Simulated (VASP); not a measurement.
AgPdO2:

```xyz
4
Lattice="3.0045 0.0000 0.0000 0.0000 3.3472 0.0000 0.0000 0.0000 5.4231" Properties=species:S:1:pos:R:3 pbc="T T T"
Ag    1.5023    1.6736    2.7116
Pd    0.0000    0.0000    0.0000
O     1.5023    0.0000    1.3343
O     1.5023    0.0000    4.0888
```

```yaml
Program: VASP 6.6.1
Task: relaxation of cell and atoms
Functional: LDA
Potentials_or_basis: VASP PAW LDA potentials, release 64 (Ag, Pd, O)
Cutoff: 600 eV
k_mesh: 9 × 8 × 5
Occupations: fermi-dirac, width 0.1 eV
Spin: no spin polarisation
```

At the start: pressure -8.0 GPa; volume 13.63 Å³/atom.

Q: How do energy, volume and symmetry change on relaxing?

A: Over 9 steps the energy falls by 18.4 meV/atom and the volume is 12.92 Å³/atom (-5.2 %); space group Pmmm (No. 47, to 0.1 Å) before and after.

Step by step:
| step | energy change (eV) | largest force (eV/Å) | pressure (GPa) | volume (Å³) |
| --- | --- | --- | --- | --- |
| 1 | 0.0000 | 0.1869 | -8.00 | 54.54 |
| 2 | 0.0208 | 0.7765 | 10.62 | 49.34 |
| 3 | -0.0693 | 0.2178 | -0.36 | 52.00 |
| 4 | -0.0693 | 0.2264 | -0.18 | 51.95 |
| 5 | -0.0733 | 0.0141 | 0.11 | 51.66 |
| 6 | -0.0734 | 0.0015 | 0.09 | 51.67 |
| 7 | -0.0736 | 0.0137 | -0.10 | 51.72 |
| 8 | -0.0736 | 0.0231 | -0.26 | 51.75 |
| 9 | -0.0737 | 0.0102 | -0.14 | 51.69 |

Final structure:
```yaml
crystal:
  lattice:
    - [2.95323, 0.00000, 0.00000]
    - [0.00000, 3.27683, 0.00000]
    - [0.00000, 0.00000, 5.34190]
  atoms:
    - { symbol: Ag, position: [0.50000, 0.50000, 0.50000] }
    - { symbol: Pd, position: [0.00000, 0.00000, 0.00000] }
    - { symbol: O, position: [0.50000, 0.00000, 0.24691] }
    - { symbol: O, position: [0.50000, 0.00000, 0.75309] }
```

Caveat: an odd number of electrons without spin polarisation forces a metal; a magnetic or distorted state may lie lower.
